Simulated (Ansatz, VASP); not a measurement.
This is a calculation of AlSn for Ansatz 0.2.0.

input.yaml

```yaml
crystal:
  lattice:
    - [4.1981056157, 0.0, 0.0]
    - [-2.0990528078, 3.6356661109, 0.0]
    - [0.0, 0.0, 3.306847]
  atoms:
    - { symbol: Sn, position: [0.3333333333, 0.6666666667, 0.5] }
    - { symbol: Al, position: [0.0, 0.0, 0.0] }
hamiltonian:
  xc: revpbe
  pseudopotentials: { kind: paw }
kpoints:
  mp_grid: { grid: [7, 7, 8] }
scf:
  occupations: { method: fermi_dirac, width: 0.05 }
output:
  forces: true
  stress: true
  eigenvalues: true
relax:
  f_tol: 0.01
  max_steps: 40
  cell: { stress_tol: 0.05 }
```

Potentials or basis: Ansatz PAW.

The run is started by

```bash
$ ansatz run input.yaml --threads 2 --pin off --max-ram 5632MiB --backend cpu --events-out ev --progress --plain --runs-dir out
```

Question: Translate it to VASP 6.6.1. Potentials there: VASP PAW PBE potentials, release 64 (Sn_d, Al).

Answer: As run (the cutoff follows the program's own potentials):

File INCAR:

```
PREC = Accurate
ENCUT = 600
EDIFF = 1E-7
ISMEAR = -1
SIGMA = 0.05
LREAL = False
LASPH = True
NELM = 100
ALGO = Normal
ISIF = 3
LWAVE = False
LCHARG = False
GGA = RE
IBRION = 2
NSW = 60
EDIFFG = -0.01
```

File KPOINTS:

```
regular mesh
0
Gamma
  7 7 8
```

The input POSCAR:

```
AlSn
1.0
    4.1981056157      0.0000000000      0.0000000000
   -2.0990528078      3.6356661109      0.0000000000
    0.0000000000      0.0000000000      3.3068470000
Sn Al
1 1
Direct
    0.3333333333      0.6666666667      0.5000000000
    0.0000000000      0.0000000000      0.0000000000
```

Potentials or basis: VASP PAW PBE potentials, release 64 (Sn_d, Al).

Run with:

```sh
$ cat potpaw_PBE.64/Sn_d/POTCAR potpaw_PBE.64/Al/POTCAR > POTCAR
$ mpirun -np 1 vasp_std > vasp.out
```

Both were run:

|  | VASP | Ansatz | Ansatz less VASP |
| --- | --- | --- | --- |
| gap on the k mesh at the Fermi level, each at its own relaxed structure (eV) | none | none | - |
| relaxed volume (Å³/atom) | 25.79 | 25.83 | +0.034 |
| relaxed cell length with the largest relative difference (Å) | 4.228 | 4.231 | +0.0033 |

VASP's potentials were made for PBE, not for revPBE. A gap of «none» marks a metal or a gap that the smearing closes.

Noted on Ansatz's run: the plane-wave basis is chosen anew once the cell has moved, so the energies of steps on either side of that aren't comparable.
